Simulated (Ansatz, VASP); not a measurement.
# CoW3: VASP beside Ansatz

```
W Co
1.0
     3.90735    0.00000    0.00000
     0.00000    3.90735    0.00000
     0.00000    0.00000    3.90735
W Co
3 1
Direct
  0.50000 0.50000 0.00000
  0.50000 0.00000 0.50000
  0.00000 0.50000 0.50000
  0.00000 0.00000 0.00000
```

Alike in both runs: task single point; functional PBEsol; k mesh 6 × 6 × 6; occupations fermi-dirac, width 0.05 eV; collinear spin; fixed moment 2 μB.

|  | VASP | Ansatz |
| --- | --- | --- |
| version | VASP 6.6.1 | Ansatz 0.2.0 |
| potentials or method | VASP PAW PBE potentials, release 64 (W_sv, Co) | Ansatz PAW |
| plane-wave cutoff (eV) | 600 | 420 |
| valence electrons in the cell | 51 | 59 |

|  | VASP | Ansatz | Ansatz less VASP |
| --- | --- | --- | --- |
| pressure (GPa) | -7.5 | -8.0 | -0.50 |
| net moment per atom (μB) | 0.50 | 0.50 | 0.000 |
| size of the moment on the site where the two differ most (μB) | 1.21 | 1.24 | +0.032 |

VASP's potentials were made for PBE, not for PBEsol. Site moments also hang on the region over which each program counts them. The functional is the same, so the differences come from potentials, cutoffs and numerics. VASP's potentials hold 51 valence electrons a cell and Ansatz's 59, so a difference there can come from the potentials and not from the codes.

Neither program's run includes spin-orbit coupling.
